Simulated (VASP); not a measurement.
Runs of VASP 6.6.1 on Cr. The structure is that of space group P6_3/mmc (No. 194), or close to it. The cells are those of the table. 

| spin | cell | k mesh | cutoff (eV) | smearing | gap on the mesh (eV) | pressure (GPa) | moment (μB) |
| --- | --- | --- | --- | --- | --- | --- | --- |
| collinear, antiferromagnetic start | a = 3.011, b = 3.011, c = 4.091 Å, angles 90.0, 90.0, 120.0°, 2 atoms | 14 × 14 × 9 | 520 | fermi-dirac 0.05 eV | none | -4.3 | 0.00 |
| off | a = 2.554, b = 2.554, c = 4.634 Å, angles 90.0, 90.0, 120.0°, 2 atoms | 16 × 16 × 8 | 550 | fermi-dirac 0.1 eV | none | -22.3 | - |
| collinear, antiferromagnetic start | a = 2.854, b = 2.854, c = 3.878 Å, angles 90.0, 90.0, 120.0°, 2 atoms | 14 × 14 × 9 | 520 | fermi-dirac 0.05 eV | none | 6.6 | 0.00 |
| collinear, antiferromagnetic start | a = 3.048, b = 3.048, c = 4.140 Å, angles 90.0, 90.0, 120.0°, 2 atoms | 14 × 14 × 9 | 520 | fermi-dirac 0.05 eV | none | -6.0 | 0.00 |
| collinear, antiferromagnetic start | a = 2.812, b = 2.812, c = 3.821 Å, angles 90.0, 90.0, 120.0°, 2 atoms | 14 × 14 × 9 | 520 | fermi-dirac 0.05 eV | none | (b) | 0.00 |
| collinear, antiferromagnetic start | a = 2.895, b = 2.895, c = 3.933 Å, angles 90.0, 90.0, 120.0°, 2 atoms | 14 × 14 × 9 | 520 | fermi-dirac 0.05 eV | none | 3.3 | 0.00 |
| collinear, antiferromagnetic start | a = 2.935, b = 2.935, c = 3.987 Å, angles 90.0, 90.0, 120.0°, 2 atoms | 14 × 14 × 9 | 520 | fermi-dirac 0.05 eV | none | 0.3 | 0.00 |
| collinear, antiferromagnetic start | a = 2.973, b = 2.973, c = 4.039 Å, angles 90.0, 90.0, 120.0°, 2 atoms | 14 × 14 × 9 | 520 | fermi-dirac 0.05 eV | none | (a) | 0.00 |
| collinear, antiferromagnetic start | a = 2.935, b = 2.935, c = 3.987 Å, angles 90.0, 90.0, 120.0°, 2 atoms | 6 × 6 × 4 | 520 | fermi-dirac 0.1 eV | none | (c) | 0.00 |
| collinear, antiferromagnetic start | a = 2.935, b = 2.935, c = 3.987 Å, angles 90.0, 90.0, 120.0°, 2 atoms | 14 × 14 × 8 | 520 | fermi-dirac 0.05 eV | none | 0.2 | 0.00 |

Alike in all rows: task single point; level r2SCAN; potentials or basis VASP PAW PBE potentials, release 64 (Cr_pv).

**Question.** Estimate the missing entries.

**Answer.** (a) -2.3; (b) 10.7; (c) 0.0.

Caveats: some runs use coarse meshes; the PAW data sets were made with another functional, which shifts forces and pressure a little.

A gap of «none» marks levels without a gap at the run's occupations.
